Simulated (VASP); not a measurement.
# MnO2 (P4_2/mnm) in VASP: relaxation of shape and atoms at fixed volume with PBE+U

Aim: the relaxation of shape and atoms at fixed volume of MnO2 with PBE+U.

Program: VASP 6.6.1. These are calculated values, not measurements. Logs are shortened: lines on timing, memory, paths and dates and some standing lists are left out, and cuts for length are marked.

**1. The cell of the first run**

The structure is tetragonal, space group P4_2/mnm (No. 136). The conventional cell has a = 4.464 Å, b = 4.464 Å, c = 2.949 Å, α = 90.00°, β = 90.00°, γ = 90.00°. Mn (site symmetry mmm) has 6 O at 1.92 to 1.93 Å within 2.5 Å. O (site symmetry m2m) has 3 Mn at 1.92 to 1.93 Å and 1 O at 2.45 Å within 2.5 Å.

**2. Relaxation of shape and atoms at fixed volume, PBE+U, collinear spin, antiferromagnetic start (9.80 Å³/atom)**

INCAR reads:

```
SYSTEM = MnO2
ALGO = Normal
EDIFF = 1E-6
EDIFFG = -0.01
ENCUT = 600
GGA = PE
IBRION = 2
ISIF = 4
ISMEAR = 0
ISPIN = 2
KPAR = 4
LASPH = .TRUE.
LCHARG = .FALSE.
LDAU = .TRUE.
LDAUJ = 0 0
LDAUL = 2 -1
LDAUPRINT = 1
LDAUTYPE = 2
LDAUU = 3.9 0
LMAXMIX = 4
LORBIT = 11
LREAL = .FALSE.
LWAVE = .FALSE.
MAGMOM = 2.92 -2.92 0 0 0 0
NELM = 150
NSW = 60
PREC = Accurate
SIGMA = 0.05
```

KPOINTS reads:

```
k-points
0
G
  6 6 8
  0 0 0
```

POSCAR reads:

```
MnO2
1.0
    4.4643271607      0.0000000180      0.0000000000
    0.0000000180      4.4643271607      0.0000000000
    0.0000000000      0.0000000000      2.9494302589
Mn O
2 4
Direct
    0.0000000000      0.0000000000      0.0000000000
    0.5000000000      0.5000000000      0.5000000000
    0.3059815712      0.3059815712      0.0000000000
    0.1940184293      0.8059815707      0.5000000000
    0.6940184288      0.6940184288      0.0000000000
    0.8059815707      0.1940184293      0.5000000000
```

Potentials or basis: VASP PAW PBE potentials, release 64 (Mn_pv, O).

On the command line:

```sh
$ cat potpaw_PBE.64/Mn_pv/POTCAR potpaw_PBE.64/O/POTCAR > POTCAR
$ mpirun -np 4 vasp_std > vasp.out
```

OUTCAR:

```text
SYSTEM = MnO2
   EDIFF = 1E-6
   EDIFFG = -0.01
   ENCUT = 600
   GGA = PE
   IBRION = 2
   ISIF = 4
   ISMEAR = 0
   ISPIN = 2
   LASPH = .TRUE.
   LORBIT = 11
   LREAL = .FALSE.
   NELM = 150
   NSW = 60
   PREC = Accurate

 ion  position               nearest neighbor table
   1  0.000  0.000  0.000-   4 1.92   6 1.92   4 1.92   6 1.92   5 1.93   3 1.93
   2  0.500  0.500  0.500-   3 1.92   5 1.92   3 1.92   5 1.92   4 1.93   6 1.93
   3  0.306  0.306  0.000-   2 1.92   2 1.92   1 1.93
   4  0.194  0.806  0.500-   1 1.92   1 1.92   2 1.93
   5  0.694  0.694  0.000-   2 1.92   2 1.92   1 1.93
   6  0.806  0.194  0.500-   1 1.92   1 1.92   2 1.93

  LATTYP: Found a simple tetragonal cell.
 ALAT       =     4.4643271607
 C/A-ratio  =     0.6606662444

  Lattice vectors:

 A1 = (   4.4643271607,   0.0000000180,   0.0000000000)
 A2 = (   0.0000000180,   4.4643271607,   0.0000000000)
 A3 = (   0.0000000000,   0.0000000000,   2.9494302589)

Analysis of symmetry for initial positions (statically):
=====================================================================
 Subroutine PRICEL returns:
 Original cell was already a primitive cell.

 Routine SETGRP: Setting up the symmetry group for a
 simple tetragonal supercell.

 Subroutine GETGRP returns: Found 16 space group operations
 (whereof  8 operations were pure point group operations)
 out of a pool of 16 trial point group operations.

The static configuration has the point symmetry D_2h.
 The point group associated with its full space group is D_4h.

Analysis of symmetry for dynamics (positions and initial velocities):
=====================================================================
 Subroutine PRICEL returns:
 Original cell was already a primitive cell.

 Routine SETGRP: Setting up the symmetry group for a
 simple tetragonal supercell.

 Subroutine GETGRP returns: Found 16 space group operations
 (whereof  8 operations were pure point group operations)
 out of a pool of 16 trial point group operations.

The dynamic configuration has the point symmetry D_2h.
 The point group associated with its full space group is D_4h.

Analysis of structural, dynamic, and magnetic symmetry:
=====================================================================
 Subroutine PRICEL returns:
 Original cell was already a primitive cell.

 Routine SETGRP: Setting up the symmetry group for a
 simple tetragonal supercell.

 Subroutine GETGRP returns: Found 16 space group operations
 (whereof  8 operations were pure point group operations)
 out of a pool of 16 trial point group operations.

The overall configuration has the point symmetry D_2h.
 The point group associated with its full space group is D_4h.

 Subroutine INISYM returns: Found 16 space group operations
 (whereof  8 operations are pure point group operations),
 and found     1 'primitive' translations

----------------------------------------------------------------------------------------

                                     Primitive cell
[... 144 lines left out ...]

 number of electron      50.0000000 magnetization       0.0000000

 number of electron      49.9999971 magnetization      -0.0000000

 Free energy of the ion-electron system (eV)
  ---------------------------------------------------
  ext. energy  EPLUGINS =         0.00000000
  ---------------------------------------------------
  free energy    TOTEN  =       -42.40470066 eV

  energy without entropy =      -42.40468373  energy(sigma->0) =      -42.40469220

------------------------ aborting loop because EDIFF is reached ----------------------------------------

  FORCE on cell =-STRESS in cart. coord.  units (eV):
  Direction    XX          YY          ZZ          XY          YZ          ZX
  --------------------------------------------------------------------------------------
  -------------------------------------------------------------------------------------
  Total       -0.9699098     -0.9699098     -1.3820671     -0.0000000      0.0000000      0.0000000
  in kB      -26.4357590    -26.4357590    -37.6694737     -0.0000002      0.0000000      0.0000000
  external PRESSURE =     -30.1803306 kB  Pullay stress =       0.0000000 kB
[... 221 lines left out ...]
  FREE ENERGIE OF THE ION-ELECTRON SYSTEM (eV)
  ---------------------------------------------------
  free  energy   TOTEN  =       -42.4052617927 eV

  energy  without entropy=      -42.4052393608  energy(sigma->0) =      -42.40525058

atom =   1  type =  1  l = 2

 onsite density matrix

spin component  1

  0.6259  0.0000  0.2110  0.0000 -0.0000
  0.0000  0.7348  0.0000  0.2301  0.0000
  0.2110  0.0000  0.8253  0.0000 -0.0000
  0.0000  0.2301  0.0000  0.7348  0.0000
 -0.0000  0.0000 -0.0000  0.0000  0.9651

spin component  2

  0.2297  0.0000 -0.1111  0.0000 -0.0000
  0.0000  0.2178  0.0000 -0.1074  0.0000
 -0.1111  0.0000  0.1344  0.0000 -0.0000
  0.0000 -0.1074  0.0000  0.2178  0.0000
 -0.0000  0.0000 -0.0000  0.0000  0.1214

 occupancies and eigenvectors

  o =  0.0611  v =  0.0000  0.0000  0.0000  0.0000  0.0000 -0.5502 -0.0000 -0.8350  0.0000 -0.0000      0.0000  0.0000  0.0000  0.0000  0.0000  0.0000  0.0000  0.0000  0.0000  0.0000
  o =  0.1103  v =  0.0000  0.0000  0.0000  0.0000  0.0000  0.0000 -0.7071  0.0000 -0.7071  0.0000      0.0000  0.0000  0.0000  0.0000  0.0000  0.0000  0.0000  0.0000  0.0000  0.0000
  o =  0.1214  v =  0.0000  0.0000  0.0000  0.0000  0.0000 -0.0000  0.0000 -0.0000  0.0000  1.0000      0.0000  0.0000  0.0000  0.0000  0.0000  0.0000  0.0000  0.0000  0.0000  0.0000
  o =  0.3030  v =  0.0000  0.0000  0.0000  0.0000  0.0000 -0.8350 -0.0000  0.5502  0.0000 -0.0000      0.0000  0.0000  0.0000  0.0000  0.0000  0.0000  0.0000  0.0000  0.0000  0.0000
  o =  0.3252  v =  0.0000  0.0000  0.0000  0.0000  0.0000  0.0000  0.7071  0.0000 -0.7071 -0.0000      0.0000  0.0000  0.0000  0.0000  0.0000  0.0000  0.0000  0.0000  0.0000  0.0000
  o =  0.4922  v = -0.8447  0.0000  0.5352  0.0000 -0.0000  0.0000  0.0000  0.0000  0.0000  0.0000      0.0000  0.0000  0.0000  0.0000  0.0000  0.0000  0.0000  0.0000  0.0000  0.0000
  o =  0.5046  v =  0.0000  0.7071  0.0000 -0.7071 -0.0000  0.0000  0.0000  0.0000  0.0000  0.0000      0.0000  0.0000  0.0000  0.0000  0.0000  0.0000  0.0000  0.0000  0.0000  0.0000
  o =  0.9590  v = -0.5352  0.0000 -0.8447  0.0000  0.0000  0.0000  0.0000  0.0000  0.0000  0.0000      0.0000  0.0000  0.0000  0.0000  0.0000  0.0000  0.0000  0.0000  0.0000  0.0000
  o =  0.9649  v =  0.0000 -0.7071  0.0000 -0.7071  0.0000  0.0000  0.0000  0.0000  0.0000  0.0000      0.0000  0.0000  0.0000  0.0000  0.0000  0.0000  0.0000  0.0000  0.0000  0.0000
  o =  0.9651  v =  0.0000 -0.0000 -0.0000  0.0000 -1.0000  0.0000  0.0000  0.0000  0.0000  0.0000      0.0000  0.0000  0.0000  0.0000  0.0000  0.0000  0.0000  0.0000  0.0000  0.0000

atom =   2  type =  1  l = 2

 onsite density matrix

spin component  1

  0.2297  0.0000  0.1111  0.0000 -0.0000
  0.0000  0.2178  0.0000  0.1074  0.0000
  0.1111  0.0000  0.1344  0.0000  0.0000
  0.0000  0.1074  0.0000  0.2178  0.0000
 -0.0000  0.0000  0.0000  0.0000  0.1214

spin component  2

  0.6259  0.0000 -0.2110  0.0000 -0.0000
  0.0000  0.7348  0.0000 -0.2301  0.0000
 -0.2110  0.0000  0.8253  0.0000 -0.0000
  0.0000 -0.2301  0.0000  0.7348  0.0000
 -0.0000  0.0000 -0.0000  0.0000  0.9651

 occupancies and eigenvectors

  o =  0.0611  v =  0.5502  0.0000 -0.8350 -0.0000  0.0000  0.0000  0.0000  0.0000  0.0000  0.0000      0.0000  0.0000  0.0000  0.0000  0.0000  0.0000  0.0000  0.0000  0.0000  0.0000
  o =  0.1103  v = -0.0000  0.7071  0.0000 -0.7071  0.0000  0.0000  0.0000  0.0000  0.0000  0.0000      0.0000  0.0000  0.0000  0.0000  0.0000  0.0000  0.0000  0.0000  0.0000  0.0000
  o =  0.1214  v = -0.0000 -0.0000  0.0000  0.0000  1.0000  0.0000  0.0000  0.0000  0.0000  0.0000      0.0000  0.0000  0.0000  0.0000  0.0000  0.0000  0.0000  0.0000  0.0000  0.0000
  o =  0.3030  v =  0.8350 -0.0000  0.5502 -0.0000  0.0000  0.0000  0.0000  0.0000  0.0000  0.0000      0.0000  0.0000  0.0000  0.0000  0.0000  0.0000  0.0000  0.0000  0.0000  0.0000
  o =  0.3252  v =  0.0000  0.7071  0.0000  0.7071 -0.0000  0.0000  0.0000  0.0000  0.0000  0.0000      0.0000  0.0000  0.0000  0.0000  0.0000  0.0000  0.0000  0.0000  0.0000  0.0000
  o =  0.4922  v =  0.0000  0.0000  0.0000  0.0000  0.0000 -0.8447  0.0000 -0.5352  0.0000 -0.0000      0.0000  0.0000  0.0000  0.0000  0.0000  0.0000  0.0000  0.0000  0.0000  0.0000
  o =  0.5046  v =  0.0000  0.0000  0.0000  0.0000  0.0000  0.0000 -0.7071  0.0000 -0.7071  0.0000      0.0000  0.0000  0.0000  0.0000  0.0000  0.0000  0.0000  0.0000  0.0000  0.0000
  o =  0.9590  v =  0.0000  0.0000  0.0000  0.0000  0.0000 -0.5352  0.0000  0.8447  0.0000  0.0000      0.0000  0.0000  0.0000  0.0000  0.0000  0.0000  0.0000  0.0000  0.0000  0.0000
  o =  0.9649  v =  0.0000  0.0000  0.0000  0.0000  0.0000  0.0000 -0.7071  0.0000  0.7071  0.0000      0.0000  0.0000  0.0000  0.0000  0.0000  0.0000  0.0000  0.0000  0.0000  0.0000
  o =  0.9651  v =  0.0000  0.0000  0.0000  0.0000  0.0000  0.0000  0.0000 -0.0000  0.0000  1.0000      0.0000  0.0000  0.0000  0.0000  0.0000  0.0000  0.0000  0.0000  0.0000  0.0000

--------------------------------------- Ionic step        7  -------------------------------------------

 number of electron      49.9999974 magnetization      -0.0000000

 Free energy of the ion-electron system (eV)
  ---------------------------------------------------
  ext. energy  EPLUGINS =         0.00000000
  ---------------------------------------------------
  free energy    TOTEN  =       -42.40529942 eV

  energy without entropy =      -42.40527636  energy(sigma->0) =      -42.40528789

 E-fermi :   4.5593     XC(G=0): -11.6981

 val. band max:        4.4861907739   @ k =   0.0000   0.0000   0.0000
 cond. band min:       4.6324626660   @ k =   0.0000   0.0000   0.0000
 fundamental gap:      0.1462718921
 Fermi energy:         4.5593267624

 spin component 1

 k-point     1 :       0.0000    0.0000    0.0000
  band No.  band energies     occupation
      1     -46.4994      1.00000
      2     -46.4498      1.00000
      3     -46.4007      1.00000
      4     -43.1897      1.00000
      5     -43.1019      1.00000
      6     -43.0916      1.00000
[... 1612 lines left out ...]
  FREE ENERGIE OF THE ION-ELECTRON SYSTEM (eV)
  ---------------------------------------------------
  free  energy   TOTEN  =       -42.4052994165 eV

  energy  without entropy=      -42.4052763575  energy(sigma->0) =      -42.40528789

 reached required accuracy - stopping structural energy minimisation

 total charge

# of ion       s       p       d       tot
------------------------------------------
    1        0.336   6.428   4.777  11.541
    2        0.336   6.428   4.777  11.541
    3        1.563   3.453   0.000   5.016
    4        1.563   3.453   0.000   5.016
    5        1.563   3.453   0.000   5.016
    6        1.563   3.453   0.000   5.016
--------------------------------------------------
tot          6.924  26.669   9.553  43.146

 magnetization (x)

# of ion       s       p       d       tot
------------------------------------------
    1        0.017   0.029   2.962   3.008
    2       -0.017  -0.029  -2.962  -3.008
    3       -0.001  -0.004   0.000  -0.004
    4        0.001   0.004   0.000   0.004
    5       -0.001  -0.004   0.000  -0.004
    6        0.001   0.004   0.000   0.004
--------------------------------------------------
tot          0.000   0.000   0.000   0.000
```

Run time: 5 min. Hardware: 4 MPI ranks of Oxide Virtual Turin-like, shared host; peak memory 0.28 GiB.

What came out:

| Item | Value |
| --- | --- |
| Free energy | -42.4053 eV |
| Energy gained by relaxing | 0.1 meV/atom |
| Ionic steps | 7 |
| Pressure after relaxing | -2.9 GPa |
| Band gap on the k mesh | 0.15 eV |
| Net moment | 0.00 μB per cell |
| Site moments | Mn +3.01, -3.01; O -0.00, +0.00 (each value once) μB |
| Valence electrons inside the program's atomic spheres | Mn 11.54; O 5.02 |

Stress tensor (GPa, compression positive):
```
-2.86  0.00  0.00
 0.00 -2.86  0.00
 0.00  0.00 -2.95
```

The path:
```csv
step,energy change (eV),largest force (eV/Å),pressure (GPa),volume (Å³)
1,0.0000,0.0454,-3.02,58.78
2,-0.0005,0.0246,-2.79,58.78
3,-0.0006,0.0154,-2.88,58.78
4,-0.0006,0.0146,-2.87,58.78
5,-0.0004,0.0160,-3.00,58.78
6,-0.0006,0.0129,-2.87,58.78
7,-0.0006,0.0016,-2.89,58.78
```

Final structure:
```
Mn O
1.0
     4.46931    0.00000    0.00000
     0.00000    4.46931    0.00000
     0.00000    0.00000    2.94286
Mn O
2 4
Direct
  0.00000 0.00000 0.00000
  0.50000 0.50000 0.50000
  0.30617 0.30617 0.00000
  0.19383 0.80617 0.50000
  0.69383 0.69383 0.00000
  0.80617 0.19383 0.50000
```

Eigenvalues of the final occupation matrices:
```
    site  spin  trace               eigenvalues
site 1 d     1   3.89  0.49 0.50 0.96 0.96 0.97
site 1 d     2   0.92  0.06 0.11 0.12 0.30 0.33
site 2 d     1   0.92  0.06 0.11 0.12 0.30 0.33
site 2 d     2   3.89  0.49 0.50 0.96 0.96 0.97
```

Caveat: semilocal functionals underestimate gaps, and a narrow one can read as zero.
